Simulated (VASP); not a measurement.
Here is a VASP 6.6.1 calculation.

File INCAR:

```
SYSTEM = YAlC4N4
ALGO = Normal
EDIFF = 1E-6
ENCUT = 520
GGA = PE
ISIF = 2
ISMEAR = 0
LASPH = .TRUE.
LCHARG = .FALSE.
LREAL = .FALSE.
LWAVE = .FALSE.
NBANDS = 36
NELM = 80
PREC = Accurate
SIGMA = 0.1
```

Contents of KPOINTS:

```
k-points
0
G
  4 4 4
  0 0 0
```

POSCAR

```
YAlC4N4
1.0
    6.2314446361      0.0000000000      0.0000000000
    0.0000000000      6.2314446361      0.0000000000
    0.0000000000      0.0000000000      6.2314446361
Y Al C N
1 1 4 4
Direct
    0.5000000000      0.5000000000      0.5000000000
    0.0000000000      0.0000000000      0.0000000000
    0.1814141411      0.1814141411      0.1814141411
    0.1814141411      0.8185858589      0.8185858589
    0.8185858589      0.1814141411      0.8185858589
    0.8185858589      0.8185858589      0.1814141411
    0.2911421260      0.2911421260      0.2911421260
    0.2911421260      0.7088578740      0.7088578740
    0.7088578740      0.2911421260      0.7088578740
    0.7088578740      0.7088578740      0.2911421260
```

Potentials or basis: VASP PAW PBE potentials, release 64 (Y_sv, Al, C, N).

Command:

```console
$ cat potpaw_PBE.64/Y_sv/POTCAR potpaw_PBE.64/Al/POTCAR potpaw_PBE.64/C/POTCAR potpaw_PBE.64/N/POTCAR > POTCAR
$ mpirun -np 1 vasp_std > vasp.out
```

(1) What does it give for the pressure?

(2) Predict the largest force.

(3) Estimate the band gap on the k mesh.

## Answers

(1) 0.5 GPa.

(2) 0.325 eV/Å.

(3) zero (band 25 reaches 1.29 eV, above the bottom of band 26 at 1.14 eV).
